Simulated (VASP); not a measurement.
# SnS2 (P-3m1) in VASP: relaxation of cell and atoms with PBE+D3(BJ)

Aim: the relaxation of cell and atoms of SnS2 with PBE+D3(BJ).

Everything below comes from runs of VASP 6.6.1. Logs are shortened: lines on timing, memory, paths and dates and some standing lists are left out, and cuts for length are marked.

### 1 The cell of the first run

It takes space group P-3m1 (No. 164, trigonal). The conventional cell has a = 3.578 Å, b = 3.578 Å, c = 5.192 Å, α = 90.00°, β = 90.00°, γ = 120.00°. Within 3.3 Å of Sn (site symmetry -3m) lie 6 S at 2.54 Å. Within 3.3 Å of S (site symmetry 3m) lie 3 Sn at 2.54 Å and 3 S at 3.06 Å.

### 2 Relaxation of cell and atoms, PBE+D3(BJ), target pressure 9 GPa, at which the enthalpy is minimised

The input, INCAR:

```
SYSTEM = SnS2
PREC = Accurate
ENCUT = 500
EDIFF = 1E-7
ISMEAR = 0
SIGMA = 0.01
LREAL = .FALSE.
LASPH = .TRUE.
NELM = 120
ALGO = Normal
ISIF = 3
LWAVE = .FALSE.
LCHARG = .FALSE.
GGA = PE
IVDW = 12
IBRION = 2
NSW = 80
EDIFFG = -0.001
PSTRESS = 90.0
GGA_COMPAT = .FALSE.
NELMIN = 4
```

The input, KPOINTS:

```
Automatic mesh
0
G
  12 12 8
  0 0 0
```

The input, POSCAR:

```
SnS2
1.0
    3.5778293424      0.0000000000      0.0000000000
   -1.7889146712      3.0984911009      0.0000000000
    0.0000000000      0.0000000000      5.1923242116
Sn S
1 2
Direct
    0.0000000000      0.0000000000      0.0000000000
    0.6666666667      0.3333333333      0.2830370253
    0.3333333333      0.6666666667      0.7169629747
```

Potentials or basis: VASP PAW PBE potentials, release 64 (Sn_d, S).

Run with:

```bash
> cat potpaw_PBE.64/Sn_d/POTCAR potpaw_PBE.64/S/POTCAR > POTCAR
> mpirun -np 1 vasp_std > vasp.out
```

OUTCAR:

```text
SYSTEM = SnS2
   PREC = Accurate
   ENCUT = 500
   EDIFF = 1E-7
   ISMEAR = 0
   LREAL = .FALSE.
   LASPH = .TRUE.
   NELM = 120
   ISIF = 3
   GGA = PE
   IVDW = 12
   IBRION = 2
   NSW = 80
   EDIFFG = -0.001
   PSTRESS = 90.0
   NELMIN = 4
 IVDW          = 12

 ion  position               nearest neighbor table
   1  0.000  0.000  0.000-   2 2.54   3 2.54   3 2.54   2 2.54   2 2.54   3 2.54
   2  0.667  0.333  0.283-   1 2.54   1 2.54   1 2.54
   3  0.333  0.667  0.717-   1 2.54   1 2.54   1 2.54

  LATTYP: Found a hexagonal cell.
 ALAT       =     3.5778293424
 C/A-ratio  =     1.4512498263

  Lattice vectors:

 A1 = (   3.5778293424,   0.0000000000,   0.0000000000)
 A2 = (  -1.7889146712,   3.0984911009,   0.0000000000)
 A3 = (   0.0000000000,   0.0000000000,   5.1923242116)

Analysis of symmetry for initial positions (statically):
=====================================================================
 Subroutine PRICEL returns:
 Original cell was already a primitive cell.

 Routine SETGRP: Setting up the symmetry group for a
 hexagonal supercell.

 Subroutine GETGRP returns: Found 12 space group operations
 (whereof 12 operations were pure point group operations)
 out of a pool of 24 trial point group operations.

The static configuration has the point symmetry D_3d.

Analysis of symmetry for dynamics (positions and initial velocities):
=====================================================================
 Subroutine PRICEL returns:
 Original cell was already a primitive cell.

 Routine SETGRP: Setting up the symmetry group for a
 hexagonal supercell.

 Subroutine GETGRP returns: Found 12 space group operations
 (whereof 12 operations were pure point group operations)
 out of a pool of 24 trial point group operations.

The dynamic configuration has the point symmetry D_3d.

 Subroutine INISYM returns: Found 12 space group operations
 (whereof 12 operations are pure point group operations),
 and found     1 'primitive' translations

----------------------------------------------------------------------------------------

                                     Primitive cell

  volume of cell :      57.5614

  direct lattice vectors                    reciprocal lattice vectors
     3.577829342  0.000000000  0.000000000     0.279499077  0.161368868  0.000000000
    -1.788914671  3.098491101  0.000000000     0.000000000  0.322737735  0.000000000
     0.000000000  0.000000000  5.192324212     0.000000000  0.000000000  0.192591980

  length of vectors
     3.577829342  3.577829342  5.192324212     0.322737735  0.322737735  0.192591980

[... 66 lines left out ...]
   total plane-waves  NPLWV =  31360
   dimension x,y,z NGX =    28 NGY =   28 NGZ =   40
   dimension x,y,z NGXF=    56 NGYF=   56 NGZF=   80
   ions per type =               1   2
   NGX,Y,Z   is equivalent  to a cutoff of  13.01, 13.01, 12.81 a.u.
   NGXF,Y,Z  is equivalent  to a cutoff of  26.02, 26.02, 25.61 a.u.
 SYSTEM =  SnS2
   PREC   = accura    normal or accurate (medium, high low for compatibility)
   ISTART =      0    job   : 0-new  1-cont  2-samecut
   ICHARG =      2    charge: 1-file 2-atom 10-const
   ISPIN  =      1    spin polarized calculation?
   LNONCOLLINEAR =      F non collinear calculations
   LSORBIT =      F    spin-orbit coupling
   LASPH  =      T    aspherical Exc in radial PAW
   ENCUT  =  500.0 eV  36.75 Ry    6.06 a.u.   6.52  6.52  9.47*2*pi/ulx,y,z
   NELM   =    120;   NELMIN=  4; NELMDL= -5     # of ELM steps
   EDIFF  = 0.1E-06   stopping-criterion for ELM
   LREAL  =      F    real-space projection
   EDIFFG = -.1E-02   stopping-criterion for IOM
   NSW    =     80    number of steps for IOM
   IBRION =      2    ionic relax: 0-MD 1-quasi-New 2-CG
   NFREE  =      1    steps in history (QN), initial steepest desc. (CG)
   ISIF   =      3    stress and relaxation
   ISYM   =      2    0-nonsym 1-usesym 2-fastsym
   POTIM  = 0.5000    time-step for ionic-motion
   TEBEG  =    0.0;   TEEND  =   0.0 temperature during run
   PSTRESS=   90.0 pullay stress
   NELECT =      26.0000    total number of electrons
   NUPDOWN=      -1.0000    fix difference up-down
   EMIN   =  10.00;   EMAX   =-10.00  energy-range for DOS
   EFERMI =   0.00;   METHOD = LEGACY
   ISMEAR =     0;   SIGMA  =   0.01  broadening in eV -4-tet -1-fermi 0-gaus
   EFERMI_NEDOS =   21; number of points for ismear=-14 and -15
   IALGO  =     38    algorithm
   IMIX   =      4    mixing-type and parameters
     AMIX     =   0.40;   BMIX     =  1.00
     AMIX_MAG =   1.60;   BMIX_MAG =  1.00
  volume/ion in A,a.u.               =      19.19       129.48
  Fermi-wavevector in a.u.,A,eV,Ry     =   1.256094  2.373673 21.466885  1.577772
  Thomas-Fermi vector in A             =   2.389819
   LORBIT       =      0    0 simple, 1 ext, 2 COOP (PROOUT), +10 PAW based schemes
   GGA     = PE    functional components
   LHFCALC =     F    Hartree Fock is set to
   AEXX    =    0.0000 exact exchange contribution
   IVDW    =    12    specifies the selected vdW correction
   LEPSILON=     F    determine dielectric tensor
   LRPA    =     F    only Hartree local field effects (RPA)
 conjugate gradient relaxation of ions
 non-spin polarized calculation
 Gauss-broadening in eV      SIGMA  =   0.01
  energy-cutoff  :      500.00
  volume of cell :       57.56
 maximum number of plane-waves:      1507
 NGX is ok and might be reduce to    28
   NGX = 13   NGY = 13   NGZ = 19

--------------------------------------- Ionic step        1  -------------------------------------------

 number of electron      25.9999987 magnetization

 Free energy of the ion-electron system (eV)
  ---------------------------------------------------
  ext. energy  EPLUGINS =         0.00000000
  ---------------------------------------------------
  free energy    TOTEN  =       -12.74314018 eV

  energy without entropy =      -12.74314018  energy(sigma->0) =      -12.74314018

------------------------ aborting loop because EDIFF is reached ----------------------------------------

 Edisp (eV)   -1.17419

 E8    (eV) :    -0.4814
[... 335 lines left out ...]
--------------------------------------- Ionic step        9  -------------------------------------------

 number of electron      25.9999987 magnetization

 Free energy of the ion-electron system (eV)
  ---------------------------------------------------
  ext. energy  EPLUGINS =         0.00000000
  ---------------------------------------------------
  free energy    TOTEN  =       -12.73798607 eV

  energy without entropy =      -12.73798607  energy(sigma->0) =      -12.73798607

 E-fermi :   7.6035     XC(G=0): -10.5679

 val. band max:        7.5391803457   @ k =   0.0833  -0.0000   0.0000
 cond. band min:       8.1175025642   @ k =   0.3333   0.3333   0.0000
 fundamental gap:      0.5783222185
 Fermi energy:         7.6034760863

 k-point     1 :       0.0000    0.0000    0.0000
  band No.  band energies     occupation
      1     -14.1611      2.00000
      2     -14.1611      2.00000
      3     -14.1094      2.00000
      4     -14.0737      2.00000
      5     -14.0737      2.00000
      6      -7.7135      2.00000
[... 457 lines left out ...]
      4     -14.0844      2.00000
      5     -14.0714      2.00000
      6      -7.3191      2.00000
[... 9 lines left out ...]
     16      12.3750      0.00000
     17      12.4669      0.00000

 [... further k-points ...]

------------------------ aborting loop because EDIFF is reached ----------------------------------------

 Edisp (eV)   -1.17559

 E8    (eV) :    -0.4820
[... 30 lines left out ...]
  energy  without entropy=      -13.9135758010  energy(sigma->0) =      -13.91357580

  enthalpy is  TOTEN    =       -10.6839422028 eV   P V=        3.2296335982

 reached required accuracy - stopping structural energy minimisation
```

Wall time 8.7 min (1 thread of Oxide Virtual Turin-like, shared host); peak memory 0.24 GiB.

Results:

| Quantity | Value |
| --- | --- |
| Free energy | -13.9136 eV |
| Relaxed volume | 19.16 Å³/atom |
| Relaxed cell | a = 3.575 Å, b = 3.575 Å, c = 5.193 Å, α = 90.00°, β = 90.00°, γ = 120.00° |
| Space group after relaxing (to 0.1 Å) | P-3m1 (No. 164) |
| Energy change on relaxing (the run minimises the enthalpy) | +1.3 meV/atom |
| Ionic steps | 9 |
| Pressure after relaxing | 9.0 GPa |
| Band gap on the k mesh | 0.58 eV (least direct gap 1.58 eV) |
| Dispersion energy per atom | -0.392 eV |

Step by step:
```
step  energy change (eV)  largest force (eV/Å)  pressure (GPa)  volume (Å³)
   1              0.0000                0.0108            8.83        57.56
   2              0.0095                0.0206            9.23        57.39
   3              0.0041                0.0029            9.01        57.49
   4              0.0040                0.0024            9.00        57.49
   5              0.0041                0.0002            9.00        57.49
   6              0.0042                0.0017            9.00        57.49
   7              0.0040                0.0016            9.00        57.49
   8              0.0037                0.0015            8.99        57.49
   9              0.0038                0.0009            8.99        57.49
```

Final structure:
```
Sn S
1.0
     3.57550    0.00000    0.00000
    -1.78775    3.09647    0.00000
     0.00000    0.00000    5.19299
Sn S
1 2
Direct
  0.00000 0.00000 0.00000
  0.66667 0.33333 0.28299
  0.33333 0.66667 0.71701
```

Caveat: the cell is relaxed towards a set pressure, so the run minimises the enthalpy, not the energy; semilocal functionals underestimate gaps, and a narrow one can read as zero; spin-orbit coupling is left out, which moves the levels of the heavy elements. A k mesh can miss the band edges.
